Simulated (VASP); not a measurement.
K, 1 atom in the cell. The structure is cubic, space group Im-3m (No. 229). Conventional cell: a = 5.395 Å, b = 5.395 Å, c = 5.395 Å, α = 90.00°, β = 90.00°, γ = 90.00°. 

* Program: VASP 6.6.1
* Task: relaxation of cell and atoms
* Functional: revPBE
* Dispersion: D3(BJ)
* Potentials or basis: VASP PAW PBE potentials, release 64 (K_sv)
* Cutoff: 600 eV
* k mesh: 7 × 7 × 7
* Occupations: fermi-dirac, width 0.05 eV
* Spin: no spin polarisation
* Dipole correction: no
* Further INCAR settings: ALGO = Normal; EDIFF = 1e-07; IBRION = 2; EDIFFG = -0.005; NSW = 80; ISIF = 3

Potentials or basis: VASP PAW PBE potentials, release 64 (K_sv).

Run with:

```console
$ cat potpaw_PBE.64/K_sv/POTCAR > POTCAR
$ mpirun -np 1 vasp_std > vasp.out
```

Hardware: 1 thread of Intel(R) Xeon(R) 6975P-C (Granite Rapids) (shared host).

How long does it take, and how much memory?

It took 25 s on 1 thread of Intel(R) Xeon(R) 6975P-C (Granite Rapids), with other jobs on the host, peak memory 0.25 GiB. Counts: scf iterations 38, k points 20, ion steps 4.
